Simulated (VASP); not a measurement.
# InSe in VASP: single point with PBE+D3(BJ)

Aim: the single point of InSe with PBE+D3(BJ).

All numbers are computed with VASP 6.6.1; they aren't measurements. Logs are shortened: lines on timing, memory, paths and dates and some standing lists are left out, and cuts for length are marked.

### 1 The cell of the first run

The cell holds a slab with vacuum, 8 atoms: a = 4.027 Å, b = 4.027 Å, c = 28.271 Å, α = 90.00°, β = 90.00°, γ = 120.00°.

### 2 Single point, PBE+D3(BJ) (layers slid over each other)

The input, INCAR:

```
PREC = Accurate ; ENCUT = 400
EDIFF = 1E-6 ; ISMEAR = 0
SIGMA = 0.05 ; LREAL = F
LASPH = T ; NELM = 120
ALGO = Normal ; ISIF = 2
LWAVE = F ; LCHARG = T
LDIPOL = T ; IDIPOL = 3
DIPOL = 0.5 0.5 0.412 ; GGA = PE
IVDW = 12 ; LELF = T
LVHAR = T ; LVACPOTAV = T
NBANDS = 48 ; GGA_COMPAT = F
NELMDL = -8
```

The input, KPOINTS:

```
Automatic mesh
0
Gamma
  9 9 1
```

The input, POSCAR:

```
InSe
1.0
    4.0266103653      0.0000000000      0.0000000000
   -2.0133051827      3.4871468675      0.0000000000
    0.0000000000      0.0000000000     28.2707107737
Se In
4 4
Direct
    0.0000000000      0.0000000000      0.1591753400
    0.0000000000      0.0000000000      0.3496677344
    0.2222222222      0.8888888889      0.4738244996
    0.2222222222      0.8888888889      0.6643168940
    0.6666666667      0.3333333333      0.2049979902
    0.6666666667      0.3333333333      0.3038451596
    0.8888888889      1.2222222222      0.5196471499
    0.8888888889      1.2222222222      0.6184943192
```

Potentials or basis: VASP PAW PBE potentials, release 64 (Se, In_d).

The run is started by

```sh
cat potpaw_PBE.64/Se/POTCAR potpaw_PBE.64/In_d/POTCAR > POTCAR
mpirun -np 1 vasp_std > vasp.out
```

OUTCAR:

```text
PREC = Accurate
   ENCUT = 400
   EDIFF = 1E-6
   ISMEAR = 0
   LREAL = F
   LASPH = T
   NELM = 120
   ISIF = 2
   GGA = PE
   IVDW = 12
   NELMDL = -8
 IVDW          = 12

 ion  position               nearest neighbor table
   1  0.000  0.000  0.159-   5 2.66   5 2.66   5 2.66
   2  0.000  0.000  0.350-   6 2.66   6 2.66   6 2.66
   3  0.222  0.889  0.474-   7 2.66   7 2.66   7 2.66
   4  0.222  0.889  0.664-   8 2.66   8 2.66   8 2.66
   5  0.667  0.333  0.205-   1 2.66   1 2.66   1 2.66   6 2.79
   6  0.667  0.333  0.304-   2 2.66   2 2.66   2 2.66   5 2.79
   7  0.889  0.222  0.520-   3 2.66   3 2.66   3 2.66   8 2.79
   8  0.889  0.222  0.618-   4 2.66   4 2.66   4 2.66   7 2.79

  LATTYP: Found a hexagonal cell.
 ALAT       =     4.0266103653
 C/A-ratio  =     7.0209700490

  Lattice vectors:

 A1 = (   4.0266103653,   0.0000000000,   0.0000000000)
 A2 = (  -2.0133051827,   3.4871468675,   0.0000000000)
 A3 = (   0.0000000000,   0.0000000000,  28.2707107737)

Analysis of symmetry for initial positions (statically):
=====================================================================
 Subroutine PRICEL returns:
 Original cell was already a primitive cell.

 Routine SETGRP: Setting up the symmetry group for a
 hexagonal supercell.

 Subroutine GETGRP returns: Found  1 space group operations
 (whereof  1 operations were pure point group operations)
 out of a pool of 24 trial point group operations.

The static configuration has the point symmetry C_1 .

Analysis of symmetry for dynamics (positions and initial velocities):
=====================================================================
 Subroutine PRICEL returns:
 Original cell was already a primitive cell.

 Routine SETGRP: Setting up the symmetry group for a
 hexagonal supercell.

 Subroutine GETGRP returns: Found  1 space group operations
 (whereof  1 operations were pure point group operations)
 out of a pool of 24 trial point group operations.

The dynamic configuration has the point symmetry C_1 .

 Subroutine INISYM returns: Found  1 space group operations
 (whereof  1 operations are pure point group operations),
 and found     1 'primitive' translations

----------------------------------------------------------------------------------------

                                     Primitive cell

  volume of cell :     396.9598

  direct lattice vectors                    reciprocal lattice vectors
     4.026610365  0.000000000  0.000000000     0.248347843  0.143383694  0.000000000
    -2.013305183  3.487146867  0.000000000     0.000000000  0.286767388  0.000000000
     0.000000000  0.000000000 28.270710774     0.000000000  0.000000000  0.035372298

  length of vectors
     4.026610365  4.026610365 28.270710774     0.286767388  0.286767388  0.035372298

  position of ions in fractional coordinates (direct lattice)
     0.000000000  0.000000000  0.159175340
     0.000000000  0.000000000  0.349667734
     0.222222222  0.888888889  0.473824500
     0.222222222  0.888888889  0.664316894
     0.666666667  0.333333333  0.204997990
     0.666666667  0.333333333  0.303845160
     0.888888889  0.222222222  0.519647150
     0.888888889  0.222222222  0.618494319

  ion indices of the primitive-cell ions
   primitive index   ion index
                 1           1
                 2           2
                 3           3
                 4           4
                 5           5
                 6           6
                 7           7
                 8           8

----------------------------------------------------------------------------------------

 KPOINTS: Automatic mesh

Automatic generation of k-mesh.
 Grid dimensions read from file:
 generate k-points for:    9    9    1

 Generating k-lattice:

  Cartesian coordinates                     Fractional coordinates (reciprocal lattice)
     0.027594205  0.015931522  0.000000000     0.111111111  0.000000000  0.000000000
     0.000000000  0.031863043  0.000000000     0.000000000  0.111111111  0.000000000
     0.000000000  0.000000000  0.035372298     0.000000000  0.000000000  1.000000000

  Length of vectors
     0.031863043  0.031863043  0.035372298

  Shift w.r.t. Gamma in fractional coordinates (k-lattice)
     0.000000000  0.000000000  0.000000000

 Subroutine IBZKPT returns following result:
 ===========================================

 Found     41 irreducible k-points:

 Following reciprocal coordinates:
            Coordinates               Weight
  0.000000  0.000000  0.000000      1.000000
  0.111111  0.000000  0.000000      2.000000
  0.000000  0.111111  0.000000      2.000000
 -0.111111  0.111111  0.000000      2.000000
  0.222222 -0.000000  0.000000      2.000000
  0.000000  0.222222  0.000000      2.000000
[... 16 lines left out ...]
  0.333333  0.111111  0.000000      2.000000
 -0.111111  0.444444  0.000000      2.000000
 [... further k-points ...]
   k-points           NKPTS =     41   k-points in BZ     NKDIM =     41   number of bands    NBANDS=     48
   number of dos      NEDOS =    301   number of ions     NIONS =      8
   total plane-waves  NPLWV = 150528
   dimension x,y,z NGX =    28 NGY =   28 NGZ =  192
   dimension x,y,z NGXF=    56 NGYF=   56 NGZF=  384
   ions per type =               4   4
   NGX,Y,Z   is equivalent  to a cutoff of  11.56, 11.56, 11.29 a.u.
   NGXF,Y,Z  is equivalent  to a cutoff of  23.12, 23.12, 22.58 a.u.
 SYSTEM =  unknown system
   PREC   = accura    normal or accurate (medium, high low for compatibility)
   ISTART =      0    job   : 0-new  1-cont  2-samecut
   ICHARG =      2    charge: 1-file 2-atom 10-const
   ISPIN  =      1    spin polarized calculation?
   LNONCOLLINEAR =      F non collinear calculations
   LSORBIT =      F    spin-orbit coupling
   LASPH  =      T    aspherical Exc in radial PAW
   ENCUT  =  400.0 eV  29.40 Ry    5.42 a.u.   6.57  6.57 46.10*2*pi/ulx,y,z
   NELM   =    120;   NELMIN=  2; NELMDL= -8     # of ELM steps
   EDIFF  = 0.1E-05   stopping-criterion for ELM
   LREAL  =      F    real-space projection
   EDIFFG = 0.1E-04   stopping-criterion for IOM
   NSW    =      0    number of steps for IOM
   IBRION =     -1    ionic relax: 0-MD 1-quasi-New 2-CG
   NFREE  =      0    steps in history (QN), initial steepest desc. (CG)
   ISIF   =      2    stress and relaxation
   ISYM   =      2    0-nonsym 1-usesym 2-fastsym
   POTIM  = 0.5000    time-step for ionic-motion
   TEBEG  =    0.0;   TEEND  =   0.0 temperature during run
   PSTRESS=    0.0 pullay stress
   NELECT =      76.0000    total number of electrons
   NUPDOWN=      -1.0000    fix difference up-down
   EMIN   =  10.00;   EMAX   =-10.00  energy-range for DOS
   EFERMI =   0.00;   METHOD = LEGACY
   ISMEAR =     0;   SIGMA  =   0.05  broadening in eV -4-tet -1-fermi 0-gaus
   EFERMI_NEDOS =   21; number of points for ismear=-14 and -15
   IALGO  =     38    algorithm
   IMIX   =      4    mixing-type and parameters
     AMIX     =   0.40;   BMIX     =  1.00
     AMIX_MAG =   1.60;   BMIX_MAG =  1.00
  volume/ion in A,a.u.               =      49.62       334.85
  Fermi-wavevector in a.u.,A,eV,Ry     =   0.943548  1.783047 12.113024  0.890282
  Thomas-Fermi vector in A             =   2.071266
   LORBIT       =      0    0 simple, 1 ext, 2 COOP (PROOUT), +10 PAW based schemes
   GGA     = PE    functional components
   LHFCALC =     F    Hartree Fock is set to
   AEXX    =    0.0000 exact exchange contribution
   IVDW    =    12    specifies the selected vdW correction
   LEPSILON=     F    determine dielectric tensor
   LRPA    =     F    only Hartree local field effects (RPA)
 non-spin polarized calculation
 Gauss-broadening in eV      SIGMA  =   0.05
  energy-cutoff  :      400.00
  volume of cell :      396.96
 maximum number of plane-waves:      7281
   NGX = 13   NGY = 13   NGZ = 93

 dipolmoment           0.000000      0.000000      0.000107 electrons x Angstroem

 number of electron      75.9999993 magnetization

 dipolmoment           0.000000      0.000000     -0.000014 electrons x Angstroem

 Free energy of the ion-electron system (eV)
  ---------------------------------------------------
  ext. energy  EPLUGINS =         0.00000000
  ---------------------------------------------------
  free energy    TOTEN  =       -28.38091270 eV

  energy without entropy =      -28.38091270  energy(sigma->0) =      -28.38091270

 E-fermi :   0.0150     XC(G=0):  -5.6798

 val. band max:       -0.2202092496   @ k =   0.0000   0.1111   0.0000
 cond. band min:       0.9464182446   @ k =   0.0000   0.0000   0.0000
 fundamental gap:      1.1666274942
 Fermi energy:         0.0150334402

 k-point     1 :       0.0000    0.0000    0.0000
  band No.  band energies     occupation
      1     -14.5157      2.00000
      2     -14.5154      2.00000
      3     -14.3326      2.00000
      4     -14.3325      2.00000
      5     -14.3320      2.00000
      6     -14.3315      2.00000
[... 40 lines left out ...]
     47       5.0319      0.00000
     48       5.2125      0.00000

 k-point     2 :       0.1111    0.0000    0.0000
  band No.  band energies     occupation
      1     -14.5152      2.00000
      2     -14.5147      2.00000
      3     -14.3728      2.00000
      4     -14.3712      2.00000
      5     -14.3308      2.00000
      6     -14.3300      2.00000
[... 40 lines left out ...]
     47       5.0911      0.00000
     48       5.2036      0.00000

 k-point     3 :       0.0000    0.1111    0.0000
  band No.  band energies     occupation
      1     -14.5152      2.00000
      2     -14.5147      2.00000
      3     -14.3729      2.00000
      4     -14.3713      2.00000
      5     -14.3306      2.00000
      6     -14.3300      2.00000
[... 1060 lines left out ...]
     47       4.4635      0.00000
     48       4.5688      0.00000

 k-point    24 :      -0.1111    0.4444    0.0000
  band No.  band energies     occupation
      1     -14.6081      2.00000
      2     -14.6033      2.00000
      3     -14.5028      2.00000
      4     -14.4987      2.00000
      5     -14.4601      2.00000
      6     -14.4597      2.00000
[... 40 lines left out ...]
     47       4.4803      0.00000
     48       4.5677      0.00000

 [... further k-points ...]

------------------------ aborting loop because EDIFF is reached ----------------------------------------

 Edisp (eV)   -1.99372

 E8    (eV) :    -0.9345

  FORCE on cell =-STRESS in cart. coord.  units (eV):
  Direction    XX          YY          ZZ          XY          YZ          ZX
  --------------------------------------------------------------------------------------
  -------------------------------------------------------------------------------------
  Total      -0.06404    -0.13118    -0.20499    -0.02304    -0.06272     0.17499
  in kB      -0.25847    -0.52945    -0.82735    -0.09299    -0.25315     0.70630
  external pressure =       -0.54 kB  Pullay stress =        0.00 kB

 VOLUME and BASIS-vectors are now :
 -----------------------------------------------------------------------------
  energy-cutoff  :      400.00
  volume of cell :      396.96
      direct lattice vectors                 reciprocal lattice vectors
     4.026610365  0.000000000  0.000000000     0.248347843  0.143383694  0.000000000
    -2.013305183  3.487146867  0.000000000     0.000000000  0.286767388  0.000000000
     0.000000000  0.000000000 28.270710774     0.000000000  0.000000000  0.035372298

 POSITION                                       TOTAL-FORCE (eV/Angst)
 -----------------------------------------------------------------------------------
      0.00000      0.00000      4.50000        -0.001286      0.000525     -0.011808
      0.00000      0.00000      9.88536        -0.043918      0.017451      0.027101
     -0.89480      3.09969     13.39536         0.040569     -0.012881     -0.027574
     -0.89480      3.09969     18.78071         0.000742     -0.000223      0.011812
      2.01331      1.16238      5.79544        -0.003491      0.001516      0.011773
      2.01331      1.16238      8.58992         0.005951     -0.004945      0.003261
      3.13181      0.77492     14.69079        -0.001272     -0.001546     -0.002662
      3.13181      0.77492     17.48527         0.002704      0.000103     -0.011904
 -----------------------------------------------------------------------------------
    total drift:                                0.000466      0.001273     -0.001053

  FREE ENERGIE OF THE ION-ELECTRON SYSTEM (eV)
  ---------------------------------------------------
  free  energy   TOTEN  =       -30.3746321112 eV

  energy  without entropy=      -30.3746321112  energy(sigma->0) =      -30.37463211

 vacuum level on the upper side and lower side of the slab         5.495         5.495
```

Wall time 7.9 min (1 thread of Intel Xeon 6975P-C (Granite Rapids), shared host); peak memory 0.64 GiB.

Results:

- Free energy: -30.3746 eV
- Largest force: 0.054 eV/Å
- Band gap on the k mesh: 1.17 eV (least direct gap 1.21 eV)
- Dispersion energy per atom: -0.249 eV

Forces in eV/Å, atoms in the order of the input:
```
Se  -0.001  0.001 -0.012
Se  -0.044  0.017  0.027
Se   0.041 -0.013 -0.028
Se   0.001  0.000  0.012
In  -0.003  0.002  0.012
In   0.006 -0.005  0.003
In  -0.001 -0.002 -0.003
In   0.003  0.000 -0.012
```

Caveat: the cell differs from its parent crystal (layers slid over each other); spin-orbit coupling is left out, which moves the levels of the heavy elements.
